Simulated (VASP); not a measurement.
Wanted: the native input for a VASP 6.6.1 run.

```yaml
Task: single point
Functional: PBE
Potentials_or_basis: VASP PAW PBE potentials, release 64 (Mg)
Cutoff: 520 eV
k_mesh: 18 × 18 × 10
Occupations: gaussian, width 0.15 eV
Spin: no spin polarisation
Dipole_correction: no
Further_INCAR_settings: ALGO = Normal; EDIFF = 1e-06; NBANDS = 9
```

The structure of Mg lies in POSCAR:

```
Mg
1.0
    3.2092715325      0.0000000000      0.0000000000
   -1.6046357662      2.7793106748      0.0000000000
    0.0000000000      0.0000000000      5.0019168000
Mg
2
Direct
    0.3333333333      0.6666666667      0.2500000000
    0.6666666667      0.3333333333      0.7500000000
```

This cell differs from its parent crystal: strain +0.000 along x and y, -0.040 along z.

The input as run:

INCAR

```
ALGO = Normal
EDIFF = 1E-6
ENCUT = 520
GGA = PE
ISIF = 2
ISMEAR = 0
LASPH = T
LCHARG = F
LREAL = F
LWAVE = F
NBANDS = 9
NELM = 80
PREC = Accurate
SIGMA = 0.15
```

KPOINTS

```
k-points
0
Gamma
  18 18 10
```

Potentials or basis: VASP PAW PBE potentials, release 64 (Mg).

The run is started by

```console
$ cat potpaw_PBE.64/Mg/POTCAR > POTCAR
$ mpirun -np 1 vasp_std > vasp.out
```

Results of the run:

```
Pressure               : 1.0 GPa
Band gap on the k mesh : zero (bands 2 and 3 overlap by 1.98 eV)
```

Caveat: the cell differs from its parent crystal (strain +0.000 along x and y, -0.040 along z).

Run time: 16 s on 1 thread of Intel(R) Xeon(R) 6975P-C (Granite Rapids), on a shared host, peak memory 0.22 GiB.
